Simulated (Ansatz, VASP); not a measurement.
**LiF in VASP and in Ansatz**

INCAR

```
PREC     = Accurate       # precision mode
ENCUT    = 520            # plane-wave cutoff, eV
EDIFF    = 1E-6           # SCF threshold, eV
ISMEAR   = 0              # smearing method
SIGMA    = 0.05           # smearing width, eV
LREAL    = F              # projectors in reciprocal space
LASPH    = T              # aspherical terms in the spheres
NELM     = 60             # most SCF steps
ALGO     = Normal         # electronic algorithm
ISIF     = 2              # what is computed and relaxed
LWAVE    = F              # write WAVECAR
LCHARG   = F              # write CHGCAR
GGA      = PE             # functional
NBANDS   = 18             # bands
```

Contents of KPOINTS:

```
regular mesh
0
Gamma
  9 9 6
```

The input POSCAR:

```
LiF
1.0
    2.8775252764      0.0000000000      0.0000000000
   -1.4387626382      2.4920099894      0.0000000000
    0.0000000000      0.0000000000      5.0906299664
Li F
2 2
Direct
    0.3333333333      0.6666666667      0.3810713234
    0.6666666667      0.3333333333      0.8810713234
    0.3333333333      0.6666666667      0.9939266766
    0.6666666667      0.3333333333      0.4939266766
```

Input for Ansatz:

```yaml
crystal:
  lattice:
    - [2.8775252764, 0.0, 0.0]
    - [-1.4387626382, 2.4920099894, 0.0]
    - [0.0, 0.0, 5.0906299664]
  atoms:
    - { symbol: Li, position: [0.3333333333, 0.6666666667, 0.3810713234] }
    - { symbol: Li, position: [0.6666666667, 0.3333333333, 0.8810713234] }
    - { symbol: F, position: [0.3333333333, 0.6666666667, 0.9939266766] }
    - { symbol: F, position: [0.6666666667, 0.3333333333, 0.4939266766] }
basis:
  ecutwfc: 520.0
kpoints:
  mp_grid: { grid: [9, 9, 6] }
hamiltonian:
  xc: pbe
scf:
  occupations: { method: gaussian, width: 0.05 }
output:
  forces: true
  stress: true
  eigenvalues: true
```

Alike in both runs: task single point; functional PBE; k mesh 9 × 9 × 6; occupations gaussian, width 0.05 eV; no spin polarisation.

|  | VASP | Ansatz |
| --- | --- | --- |
| version | VASP 6.6.1 | Ansatz 0.2.0 |
| potentials or method | VASP PAW PBE potentials, release 64 (Li_sv, F), cutoff 520 eV | scalar-relativistic, plane waves, PAW |
| valence electrons in the cell | 20 | 20 |

```csv
,VASP,Ansatz,Ansatz less VASP
gap on the k mesh at the Fermi level (eV),8.28,8.30,+0.015
least direct gap on the mesh (eV),8.28,8.30,+0.015
rms of the force components (eV/Å),0.293,0.277,-0.0164
```

Atom by atom the forces differ by 0.016 eV/Å (rms over components).

Noted on VASP's run: the cutoff is short for stress, so the pressure is rough.
